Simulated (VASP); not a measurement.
Input of a VASP 6.6.1 run:

Contents of POSCAR:

```
LiH
1.0
    2.7815484432      0.0000000000      0.0000000000
   -1.3907742216      2.4088916137      0.0000000000
    0.0000000000      0.0000000000      4.8729607008
Li H
2 2
Direct
    0.0000000000      0.0000000000      0.0000000000
    0.0000000000      0.0000000000      0.5000000000
    0.3333333333      0.6666666667      0.2500000000
    0.6666666667      0.3333333333      0.7500000000
```

File INCAR.step1:

```
PREC     = Accurate       # precision mode
ENCUT    = 520            # plane-wave cutoff, eV
ISMEAR   = 0              # smearing method
SIGMA    = 0.01           # smearing width, eV
LREAL    = False          # projectors in reciprocal space
LASPH    = True           # aspherical terms in the spheres
NELM     = 80             # most SCF steps
NBANDS   = 12             # bands
GGA      = PE             # functional
ALGO     = Normal         # electronic algorithm
EDIFF    = 1E-4           # SCF threshold, eV
LWAVE    = True           # write WAVECAR
LCHARG   = False          # write CHGCAR
```

INCAR.step2

```
PREC     = Accurate       # precision mode
ENCUT    = 520            # plane-wave cutoff, eV
EDIFF    = 1E-6           # SCF threshold, eV
ISMEAR   = 0              # smearing method
SIGMA    = 0.01           # smearing width, eV
LREAL    = False          # projectors in reciprocal space
LASPH    = True           # aspherical terms in the spheres
NELM     = 80             # most SCF steps
ALGO     = Normal         # electronic algorithm
ISIF     = 2              # what is computed and relaxed
LWAVE    = False          # write WAVECAR
LCHARG   = False          # write CHGCAR
METAGGA  = R2SCAN         # meta-GGA
LMIXTAU  = True         
NBANDS   = 12             # bands
ISTART   = 1
```

Contents of KPOINTS:

```
regular mesh
0
Gamma
  9 9 4
```

Potentials or basis: VASP PAW PBE potentials, release 64 (Li_sv, H).

Run with:

```console
$ cat potpaw_PBE.64/Li_sv/POTCAR potpaw_PBE.64/H/POTCAR > POTCAR
$ cp INCAR.step1 INCAR
$ mpirun -np 1 vasp_std > vasp.out
$ cp INCAR.step2 INCAR
$ mpirun -np 1 vasp_std > vasp.out
```

Q: Predict the band gap on the k mesh.

A: 5.14 eV, indirect (least direct gap 5.67 eV).

Caveat: the PAW data sets were made with another functional, which shifts forces and pressure a little. r2SCAN opens gaps a little over a GGA but as a rule still falls short of measured ones.
